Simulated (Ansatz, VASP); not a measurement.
## Be: VASP beside Ansatz

```xyz
1
Lattice="-1.2782 1.2782 1.2531 1.2782 -1.2782 1.2531 1.2782 1.2782 -1.2531" Properties=species:S:1:pos:R:3 pbc="T T T"
Be    0.0000    0.0000    0.0000
```

Change from the starting cell: equal xx and yy strain of +2 %.

Alike in both runs: task single point; functional PBEsol; k mesh 23 × 23 × 23; occupations fermi-dirac, width 0.03 eV; no spin polarisation.

|  | VASP | Ansatz |
| --- | --- | --- |
| version | VASP 6.6.1 | Ansatz 0.2.0 |
| potentials or method | VASP PAW PBE potentials, release 64 (Be), cutoff 520 eV | all-electron LAPW, scalar-relativistic |

VASP gave:

| Quantity | Value |
| --- | --- |
| pressure (GPa) | -6.0 |

Question: Estimate Ansatz's values.

Answer: Pressure (GPa): -6.4.

VASP's potentials were made for PBE, not for PBEsol. Ansatz ran all-electron here, and VASP with PAW potentials.
